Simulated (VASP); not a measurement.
Set up this calculation in VASP 6.6.1, as the native input.

```yaml
Task: single point
Functional: PBE
Potentials_or_basis: VASP PAW PBE potentials, release 64 (B)
Cutoff: 520 eV
k_mesh: 12 × 12 × 14
Occupations: gaussian, width 0.1 eV
Spin: no spin polarisation
Dipole_correction: no
Further_INCAR_settings: ALGO = Normal; EDIFF = 1e-06; NBANDS = 24
```

The structure of B lies in POSCAR:

```
B
1.0
    5.5461825126      0.0000000000      0.0000000000
   -2.7730912563      4.8031349500      0.0000000000
    0.0000000000      0.0000000000      2.8917917141
B
9
Direct
    0.6813220411      0.5111187063      0.9737135998
    0.4888812937      0.1702033348      0.6403802664
    0.8297966652      0.3186779589      0.3070469331
    0.5111187063      0.6813220411      0.0262864002
    0.1702033348      0.4888812937      0.3596197336
    0.3186779589      0.8297966652      0.6929530669
    0.5430581790      0.0000000000      0.1666666667
    0.0000000000      0.5430581790      0.8333333333
    0.4569418210      0.4569418210      0.5000000000
```

The input as run:

INCAR

```
SYSTEM = B
  PREC = Accurate
  ENCUT = 520
  EDIFF = 1E-6
  ISMEAR = 0
  SIGMA = 0.1
  LREAL = .FALSE.
  LASPH = .TRUE.
  NELM = 60
  ALGO = Normal
  ISIF = 2
  LWAVE = .FALSE.
  LCHARG = .FALSE.
  GGA = PE
  NBANDS = 24
```

KPOINTS

```
regular mesh
0
G
  12 12 14
  0 0 0
```

Potentials or basis: VASP PAW PBE potentials, release 64 (B).

Launch:

```bash
$ cat potpaw_PBE.64/B/POTCAR > POTCAR
$ mpirun -np 1 vasp_std > vasp.out
```

It gave:

| Quantity | Value |
| --- | --- |
| Pressure | 0.0 GPa |
| Largest force | 0.006 eV/Å |

Wall time 6 min on 1 thread of Intel(R) Xeon(R) Platinum 8259CL CPU @ 2.50GHz (Skylake/Cascade Lake), with other jobs on the host, peak memory 0.38 GiB.
